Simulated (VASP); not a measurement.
Wanted: the native input for a VASP 6.6.1 run.

* Task: single point
* Functional: r2SCAN
* Potentials or basis: VASP PAW PBE potentials, release 64 (B_h, N_h)
* Cutoff: 1460 eV
* k mesh: 8 × 8 × 8
* Occupations: gaussian, width 0.01 eV
* Spin: no spin polarisation
* Dipole correction: no
* Further INCAR settings: ALGO = Normal; EDIFF = 1e-06; NBANDS = 11

The system is BN.

```
B N
1.0
     0.00000    1.80482    1.80482
     1.80482    0.00000    1.80482
     1.80482    1.80482    0.00000
B N
1 1
Direct
  0.00000 0.00000 0.00000
  0.25000 0.25000 0.25000
```

The input as run:

POSCAR

```
BN
1.0
    0.0000000000      1.8048245542      1.8048245542
    1.8048245542      0.0000000000      1.8048245542
    1.8048245542      1.8048245542      0.0000000000
B N
1 1
Direct
    0.0000000000      0.0000000000      0.0000000000
    0.2500000000      0.2500000000      0.2500000000
```

INCAR.step1

```
SYSTEM = BN
ALGO = Normal ; EDIFF = 1E-5
ENCUT = 1460 ; GGA = PE
GGA_COMPAT = .FALSE. ; ISMEAR = 0
LASPH = .TRUE. ; LCHARG = .FALSE.
LREAL = .FALSE. ; LWAVE = .TRUE.
NBANDS = 11 ; NELM = 120
PREC = Accurate ; SIGMA = 0.01
```

INCAR.step2

```
SYSTEM = BN
ALGO = Normal ; EDIFF = 1E-6
ENCUT = 1460 ; GGA_COMPAT = .FALSE.
ISIF = 2 ; ISMEAR = 0
ISTART = 1 ; LASPH = .TRUE.
LCHARG = .TRUE. ; LELF = .TRUE.
LMIXTAU = .TRUE. ; LREAL = .FALSE.
LVHAR = .TRUE. ; LWAVE = .FALSE.
METAGGA = R2SCAN ; NBANDS = 11
NELM = 120 ; PREC = Accurate
SIGMA = 0.01
```

KPOINTS

```
k-points
0
G
  8 8 8
  0 0 0
```

Potentials or basis: VASP PAW PBE potentials, release 64 (B_h, N_h).

Run with:

```sh
$ cat potpaw_PBE.64/B_h/POTCAR potpaw_PBE.64/N_h/POTCAR > POTCAR
$ cp INCAR.step1 INCAR
$ mpirun -np 1 vasp_std > vasp.out
$ cp INCAR.step2 INCAR
$ mpirun -np 1 vasp_std > vasp.out
```

It gave:

- Pressure: -0.4 GPa
- Band gap on the k mesh: 5.00 eV (least direct gap 9.57 eV)

Caveat: the PAW data sets were made with another functional, which shifts forces and pressure a little.

Run time: 21 s on 1 thread of Intel(R) Xeon(R) 6975P-C (Granite Rapids), with other jobs on the host, peak memory 0.17 GiB.
